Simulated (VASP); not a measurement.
HfN (ae):

```
CELL_PARAMETERS angstrom
0.00000 2.28299 2.28299
2.28299 0.00000 2.28299
2.28299 2.28299 0.00000
ATOMIC_POSITIONS crystal
Hf 0.00000 0.00000 0.00000
N 0.50000 0.50000 0.50000
```

- Program: VASP 6.6.1
- Task: relaxation of cell and atoms
- Functional: PBE
- Potentials or basis: VASP PAW PBE potentials, release 64 (Hf_pv, N)
- Cutoff: 600 eV
- k mesh: 16 × 16 × 16
- Occupations: gaussian, width 0.1 eV
- Spin: no spin polarisation

At the start: pressure -5.5 GPa; volume 11.90 Å³/atom.

Problem. Where does the relaxation end?

Solution. Over 6 steps the energy falls by 4.4 meV/atom and the volume is 11.65 Å³/atom (-2.1 %); space group Fm-3m (No. 225, to 0.05 Å).

The path:
```csv
step,energy change (eV),largest force (eV/Å),pressure (GPa),volume (Å³)
1,0.0000,0.0000,-5.48,23.80
2,0.0209,0.0000,11.25,22.42
3,-0.0087,0.0000,-0.06,23.30
4,-0.0087,0.0000,0.06,23.29
5,-0.0087,0.0000,-0.09,23.31
6,-0.0087,0.0000,0.01,23.30
```

Final structure:
```
Hf N
1.0
     0.00000    2.26688    2.26688
     2.26688    0.00000    2.26688
     2.26688    2.26688    0.00000
Hf N
1 1
Cartesian
  0.0000 2.2669 2.2669
  2.2669 2.2669 2.2669
```
